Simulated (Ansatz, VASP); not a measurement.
# One calculation of CdSe, two programs

Contents of INCAR:

```
ALGO = Normal ; EDIFF = 1E-6
ENCUT = 520 ; GGA = PS
GGA_COMPAT = False ; ISIF = 2
ISMEAR = -1 ; LASPH = True
LCHARG = False ; LNONCOLLINEAR = True
LORBIT = 11 ; LORBMOM = True
LREAL = False ; LSORBIT = True
LWAVE = False ; MAGMOM = 0 0 0 0 0 0
NBANDS = 30 ; NELM = 150
PREC = Accurate ; SIGMA = 0.01
```

KPOINTS

```
k-points
0
Gamma
  6 6 6
```

The input POSCAR:

```
CdSe
1.0
    3.0261078415      3.0261078415      0.0000000000
   -3.0261078415      3.0261078415      0.0000000000
    0.0000000000      3.0261078415      3.0610885805
Cd Se
1 1
Direct
    0.0000000000      0.0000000000      0.0000000000
    0.7500000000      0.2500000000      0.5000000000
```

Input for Ansatz:

```yaml
crystal:
  lattice:
    - [3.02610784153, 3.02610784153, 0.0]
    - [-3.02610784153, 3.02610784153, 0.0]
    - [0.0, 3.02610784153, 3.06108858054]
  atoms:
    - { symbol: Cd, position: [0.0, 0.0, 0.0] }
    - { symbol: Se, position: [0.75, 0.25, 0.5] }
kpoints:
  mp_grid: { grid: [6, 6, 6] }
scf:
  occupations: { method: fermi_dirac, width: 0.01 }
  convergence: { dr2_threshold: 1.0e-10 }
hamiltonian:
  xc: pbesol
  pseudopotentials: { kind: all_electron, lapw: { basis_error: 0.0005 } }
magnetization:
  noncollinear: true
  spin_orbit: true
output:
  forces: true
  stress: true
  eigenstates:
    kpoints:
      - [0.0, 0.0, 0.0]
      - [-0.5, -0.5, -0.5]
      - [-0.5, 0.5, 0.0]
      - [0.0, 0.0, -0.5]
      - [0.0, -0.5, -0.5]
      - [0.0, 0.5, 0.0]
      - [-0.5, 0.0, 0.0]
      - [-0.5, 0.0, -0.5]
  eigenvalues: true
```

Change from the starting cell: film at in-plane strain -0.005.

Alike in both runs: task single point; functional PBEsol; k mesh 6 × 6 × 6; occupations fermi-dirac, width 0.01 eV; non-collinear spin, spin-orbit coupling.

|  | VASP | Ansatz |
| --- | --- | --- |
| version | VASP 6.6.1 | Ansatz 0.2.0 |
| potentials or method | VASP PAW PBE potentials, release 64 (Cd, Se), cutoff 520 eV | all-electron LAPW |

|  | VASP | Ansatz | Ansatz less VASP |
| --- | --- | --- | --- |
| pressure (GPa) | 0.5 | 0.1 | -0.35 |
| traceless stress, the component that is largest in VASP (GPa) | -0.14 | -0.14 | -0.002 |

VASP's potentials were made for PBE, not for PBEsol. Ansatz ran all-electron here, and VASP with PAW potentials.
